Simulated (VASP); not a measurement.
# CoO (F-43m) in VASP: notebook, part 2 of 2

VASP 6.6.1.

## (4) Relaxation of cell and atoms, PBEsol-based screened hybrid, collinear spin, ferromagnetic start

Input file POSCAR:

```
CoO
1.0
    0.0000000000      2.3436418400      2.3436418400
    2.3436418400      0.0000000000      2.3436418400
    2.3436418400      2.3436418400      0.0000000000
Co O
1 1
Direct
    0.0000000000      0.0000000000      0.0000000000
    0.2500000000      0.2500000000      0.2500000000
```

Input file INCAR.step1:

```
  PREC = Accurate
  ENCUT = 600
  EDIFF = 1E-5
  ISMEAR = -1
  SIGMA = 0.05
  LREAL = False
  LASPH = True
  NELM = 150
  ALGO = Normal
  LWAVE = True
  LCHARG = False
  ISPIN = 2
  MAGMOM = 2 0
  LORBIT = 11
  LMAXMIX = 4
  GGA = PE
  NBANDS = 18
```

Input file INCAR.step2:

```
  PREC = Accurate
  ENCUT = 600
  EDIFF = 1E-6
  ISMEAR = -1
  SIGMA = 0.05
  LREAL = False
  LASPH = True
  NELM = 150
  ALGO = Normal
  ISIF = 3
  LWAVE = False
  LCHARG = False
  ISPIN = 2
  MAGMOM = 2 0
  LORBIT = 11
  LMAXMIX = 4
  GGA = PS
  LHFCALC = True
  AEXX = 0.25
  HFSCREEN = 0.207
  PRECFOCK = Normal
  IBRION = 2
  NSW = 60
  EDIFFG = -0.01
  ISTART = 1
```

Input file KPOINTS:

```
regular mesh
0
Gamma
  5 5 5
```

Potentials or basis: VASP PAW PBE potentials, release 64 (Co, O).

Launch:

```bash
> cat potpaw_PBE.64/Co/POTCAR potpaw_PBE.64/O/POTCAR > POTCAR
> cp INCAR.step1 INCAR
> mpirun -np 1 vasp_std > vasp.out
> cp INCAR.step2 INCAR
> mpirun -np 1 vasp_std > vasp.out
```

OUTCAR:

```text
PREC = Accurate
   ENCUT = 600
   EDIFF = 1E-6
   ISMEAR = -1
   LREAL = False
   LASPH = True
   NELM = 150
   ISIF = 3
   ISPIN = 2
   LORBIT = 11
   GGA = PS
   LHFCALC = True
   AEXX = 0.25
   HFSCREEN = 0.207
   PRECFOCK = Normal
   IBRION = 2
   NSW = 60
   EDIFFG = -0.01
   ISTART = 1

 ion  position               nearest neighbor table
   1  0.000  0.000  0.000-   2 2.03   2 2.03   2 2.03   2 2.03
   2  0.250  0.250  0.250-   1 2.03   1 2.03   1 2.03   1 2.03

  LATTYP: Found a face centered cubic cell.
 ALAT       =     4.6872836800

  Lattice vectors:

 A1 = (   0.0000000000,   2.3436418400,   2.3436418400)
 A2 = (   2.3436418400,   0.0000000000,   2.3436418400)
 A3 = (   2.3436418400,   2.3436418400,   0.0000000000)

Analysis of symmetry for initial positions (statically):
=====================================================================
 Subroutine PRICEL returns:
 Original cell was already a primitive cell.

 Routine SETGRP: Setting up the symmetry group for a
 face centered cubic supercell.

 Subroutine GETGRP returns: Found 24 space group operations
 (whereof 24 operations were pure point group operations)
 out of a pool of 48 trial point group operations.

The static configuration has the point symmetry T_d .

Analysis of symmetry for dynamics (positions and initial velocities):
=====================================================================
 Subroutine PRICEL returns:
 Original cell was already a primitive cell.

[... 245 lines left out ...]

 val. band max:        4.4455578190   @ k =   0.0000   0.0000   0.0000
 cond. band min:       6.1596525618   @ k =   0.0000   0.0000   0.0000
 fundamental gap:      1.7140947429
 Fermi energy:         5.3287267701

 spin component 1

 k-point     1 :       0.0000    0.0000    0.0000
  band No.  band energies     occupation
      1     -16.3828      1.00000
      2      -2.3053      1.00000
      3      -2.3053      1.00000
      4      -2.3053      1.00000
      5       1.1846      1.00000
      6       1.1847      1.00000
      7       4.4455      1.00000
      8       4.4455      1.00000
      9       4.4456      1.00000
     10       6.1597      0.00000
     11      20.4876      0.00000
     12      20.4876      0.00000
[... 121 lines left out ...]
 k-point    10 :      -0.4000    0.4000    0.2000
  band No.  band energies     occupation
      1     -15.5608      1.00000
      2      -2.2670      1.00000
      3      -1.5809      1.00000
      4      -1.1569      1.00000
      5       0.4546      1.00000
      6       0.6935      1.00000
      7       1.2765      1.00000
      8       1.9745      1.00000
      9       3.0789      1.00000
     10      12.4351      0.00000
     11      15.7464      0.00000
     12      16.6898      0.00000
 Fermi energy:         5.3287267701

 spin component 2

 k-point     1 :       0.0000    0.0000    0.0000
  band No.  band energies     occupation
      1     -15.8180      1.00000
      2       0.3621      1.00000
      3       0.3622      1.00000
      4       0.3625      1.00000
      5       3.1464      1.00000
      6       3.1469      1.00000
      7       6.9307      0.00000
      8      10.7633      0.00000
      9      10.7636      0.00000
     10      10.7637      0.00000
     11      21.0297      0.00000
     12      21.0298      0.00000
[... 162 lines left out ...]
  FREE ENERGIE OF THE ION-ELECTRON SYSTEM (eV)
  ---------------------------------------------------
  free  energy   TOTEN  =       -19.7588997765 eV

  energy  without entropy=      -19.7588997756  energy(sigma->0) =      -19.75889978

 reached required accuracy - stopping structural energy minimisation

 total charge

# of ion       s       p       d       tot
------------------------------------------
    1        0.353   0.460   7.127   7.940
    2        1.540   3.513   0.000   5.053
--------------------------------------------------
tot          1.893   3.973   7.127  12.993

 magnetization (x)

# of ion       s       p       d       tot
------------------------------------------
    1        0.011   0.048   2.610   2.669
    2        0.018   0.188   0.000   0.206
--------------------------------------------------
tot          0.028   0.236   2.610   2.875
```

OSZICAR.step1:

```text
N       E                     dE             d eps       ncg     rms          rms(c)
DAV:   1     0.925270059861E+02    0.92527E+02   -0.71756E+03   720   0.998E+02
DAV:   2    -0.920769941711E+01   -0.10173E+03   -0.87367E+02   748   0.234E+02
DAV:   3    -0.159910647576E+02   -0.67834E+01   -0.65808E+01   856   0.648E+01
DAV:   4    -0.160807284505E+02   -0.89664E-01   -0.89588E-01   878   0.704E+00
DAV:   5    -0.160831127717E+02   -0.23843E-02   -0.23841E-02   866   0.119E+00    0.179E+01
DAV:   6    -0.163376624267E+02   -0.25455E+00   -0.32779E+01   888   0.737E+01    0.285E+01
DAV:   7    -0.133422652391E+02    0.29954E+01   -0.18880E+01   886   0.626E+01    0.765E+00
DAV:   8    -0.132930810069E+02    0.49184E-01   -0.74357E-01   854   0.895E+00    0.378E+00
DAV:   9    -0.132642776857E+02    0.28803E-01   -0.42184E-01  1020   0.819E+00    0.176E+00
DAV:  10    -0.132499546939E+02    0.14323E-01   -0.11628E-01   996   0.456E+00    0.531E-01
DAV:  11    -0.132524457406E+02   -0.24910E-02   -0.12159E-02   904   0.960E-01    0.260E-01
DAV:  12    -0.132522631076E+02    0.18263E-03   -0.56913E-04   938   0.247E-01    0.118E-01
DAV:  13    -0.132524228949E+02   -0.15979E-03   -0.30127E-04   834   0.152E-01    0.114E-01
DAV:  14    -0.132524114576E+02    0.11437E-04   -0.12221E-04   798   0.122E-01    0.369E-02
DAV:  15    -0.132524173639E+02   -0.59063E-05   -0.67784E-05   804   0.943E-02
   1 F= -.13252417E+02 E0= -.13246471E+02  d E =-.118937E-01  mag=     2.9754
```

It took 63 min on 1 thread of AMD EPYC 7R13 (Zen 3), shared host; peak memory 0.27 GiB.

What came out:

| Property | Result |
| --- | --- |
| Free energy | -19.7589 eV |
| Relaxed volume | 11.65 Å³/atom |
| Relaxed cell | a = 3.206 Å, b = 3.206 Å, c = 3.206 Å, α = 60.00°, β = 60.00°, γ = 60.00° |
| Space group after relaxing (to 0.05 Å) | F-43m (No. 216) |
| Energy gained by relaxing | 53.7 meV/atom |
| Ionic steps | 3 |
| Pressure after relaxing | -0.1 GPa |
| Band gap on the k mesh | 1.71 eV, direct |
| Net moment | 3.00 μB per cell |
| Site moments | Co +2.67; O +0.21 μB |
| Valence electrons inside the program's atomic spheres | Co 7.94; O 5.05 |

Step by step:
```
step  energy change (eV)  largest force (eV/Å)  pressure (GPa)  volume (Å³)
   1              0.0000                0.0000          -12.76        25.75
   2             -0.0747                0.0000            9.34        22.11
   3             -0.1074                0.0000           -0.07        23.29
```

Final structure:
```
Co O
1.0
     0.00000    2.26676    2.26676
     2.26676    0.00000    2.26676
     2.26676    2.26676    0.00000
Co O
1 1
Cartesian
  0.0000 0.0000 0.0000
  1.1334 1.1334 1.1334
```

Caveat: the k points lie up to 0.48 Å⁻¹ apart in the final cell; the PAW data sets were made with another functional, which shifts forces and pressure a little; a cell with one magnetic atom can't hold antiferromagnetic order, which such compounds often take.

## (5) Overview

| task | level | potentials or basis | cell | k mesh | smearing | second run | grid for exact exchange (PRECFOCK) | share of exact exchange | screening parameter | gap on the mesh (eV) | pressure (GPa) | moment (μB) |
| --- | --- | --- | --- | --- | --- | --- | --- | --- | --- | --- | --- | --- |
| single point | PBE | VASP PAW PBE potentials, release 64 (Co_sv, O) | as given | 10 × 10 × 10 | gaussian 0.024 eV | valence_matched | - | - | - | none | -13.9 | 2.99 |
| single point | PBE | VASP PAW PBE potentials, release 64 (Co_sv, O) | as given | 10 × 10 × 10 | gaussian 0.014 eV | valence_matched | - | - | - | none | -13.9 | 2.99 |
| relaxation of cell and atoms | PBEsol-based screened hybrid | VASP PAW PBE potentials, release 64 (Co, O) | relaxed | 5 × 5 × 5 | fermi-dirac 0.05 eV | - | Normal | 0.25 | 0.207 1/Å | 1.71 | -0.1 | 3.00 |

Alike in all rows: spin collinear, ferromagnetic start; cutoff (eV) 600.

Caveats: some runs use coarse meshes; a cell with one magnetic atom can't hold antiferromagnetic order, which such compounds often take; semilocal functionals often make such compounds metallic where correlation or magnetic order opens a gap, which also shifts bond lengths (some runs); the PAW data sets were made with another functional, which shifts forces and pressure a little (some runs).

Total energies depend on the potentials used, so only differences within one code and one set of settings carry meaning.
